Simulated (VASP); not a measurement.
The system is TiO2.

```
Ti O
1.0
     4.63030    0.00000    0.00000
     0.00000    4.63030    0.00000
     0.00000    0.00000    2.97881
Ti O
2 4
Cartesian
  0.0000 0.0000 1.4894
  2.3152 2.3152 0.0000
  1.4091 1.4091 1.4894
  0.9061 3.7242 0.0000
  3.7242 0.9061 0.0000
  3.2212 3.2212 1.4894
```

Base run:

| Quantity | Value |
| --- | --- |
| Program | VASP 6.6.1 |
| Functional | revPBE |
| Dispersion | D3(BJ) |
| Potentials or basis | VASP PAW PBE potentials, release 64 (Ti_sv, O) |
| Cutoff | 520 eV |
| k mesh | 6 × 6 × 9 |
| Occupations | fermi-dirac, width 0.05 eV |
| Spin | no spin polarisation |

Its results: band gap on the k mesh 1.82 eV, direct; pressure -3.7 GPa; largest force 0.035 eV/Å.

After a change of settings the same cell gave: band gap on the k mesh 1.79 eV, direct; pressure 0.2 GPa; largest force 0.070 eV/Å. Which change was it?
A. functional from revPBE to PBE; dispersion from D3(BJ) to none
B. functional from revPBE to BLYP
C. functional from revPBE to PBEsol; dispersion from D3(BJ) to none

A.

Caveats: the PAW data sets were made with another functional, which shifts forces and pressure a little (some runs).
